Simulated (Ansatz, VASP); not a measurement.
**CuI in VASP and in Ansatz**

```
CELL_PARAMETERS angstrom
0.00000 3.01203 3.01203
3.01203 0.00000 3.01203
3.01203 3.01203 0.00000
ATOMIC_POSITIONS crystal
Cu 0.00000 0.00000 0.00000
I 0.25000 0.25000 0.25000
```

Alike in both runs: task single point; functional LDA; k mesh 6 × 6 × 6; no spin polarisation.

|  | VASP | Ansatz |
| --- | --- | --- |
| version | VASP 6.6.1 | Ansatz 0.2.0 |
| potentials or method | VASP PAW LDA potentials, release 64 (Cu, I) | plane waves |
| plane-wave cutoff (eV) | 520 | 420 |
| occupations | gaussian, width 0.01 eV | fixed |
| valence electrons in the cell | 18 | 36 |

```tsv
	VASP	Ansatz	Ansatz less VASP
gap on the k mesh at the Fermi level (eV)	1.05	0.99	-0.060
pressure (GPa)	-3.6	-3.7	-0.09
```

LDA's correlation is that of Perdew and Zunger in VASP and of Perdew and Wang (1992) in Ansatz. VASP's potentials hold 18 valence electrons a cell and Ansatz's 36, so a difference there can come from the potentials and not from the codes.

Spin-orbit coupling is off throughout.
